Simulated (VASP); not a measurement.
Write the native input for VASP 6.6.1 that does the following.

| Quantity | Value |
| --- | --- |
| Task | single point |
| Functional | PBE |
| Potentials or basis | VASP PAW PBE potentials, release 64 (Li_sv, Se) |
| Cutoff | 750 eV |
| k mesh | 6 × 6 × 6 |
| Occupations | gaussian, width 0.01 eV |
| Spin | no spin polarisation |
| Dipole correction | no |
| Further INCAR settings | ALGO = Normal; EDIFF = 1e-06; NBANDS = 13 |

The structure of Li2Se lies in POSCAR:

```
Li2Se
1.0
    0.0000000000      2.8086319451      2.8086319451
    2.8086319451      0.0000000000      2.8086319451
    2.8086319451      2.8086319451      0.0000000000
Li Se
2 1
Direct
    0.2500000000      0.2500000000      0.2500000000
    0.7500000000      0.7500000000      0.7500000000
    0.0000000000      0.0000000000      0.0000000000
```

These files were run (other wordings do the same):

INCAR

```
  ALGO = Normal
  EDIFF = 1E-6
  ENCUT = 750
  GGA = PE
  GGA_COMPAT = False
  ISIF = 2
  ISMEAR = 0
  LASPH = True
  LCHARG = False
  LREAL = False
  LWAVE = False
  NBANDS = 13
  NELM = 120
  PREC = Accurate
  SIGMA = 0.01
```

KPOINTS

```
k-points
0
Gamma
  6 6 6
```

Potentials or basis: VASP PAW PBE potentials, release 64 (Li_sv, Se).

Launch:

```bash
$ cat potpaw_PBE.64/Li_sv/POTCAR potpaw_PBE.64/Se/POTCAR > POTCAR
$ mpirun -np 1 vasp_std > vasp.out
```

Results of the run:

* Pressure: 10.0 GPa
* Band gap on the k mesh: 2.75 eV, indirect (least direct gap 4.31 eV)

Wall time 8.6 s on 1 thread of Intel(R) Xeon(R) Platinum 8559C (Emerald Rapids), on a shared host, peak memory 0.2 GiB.
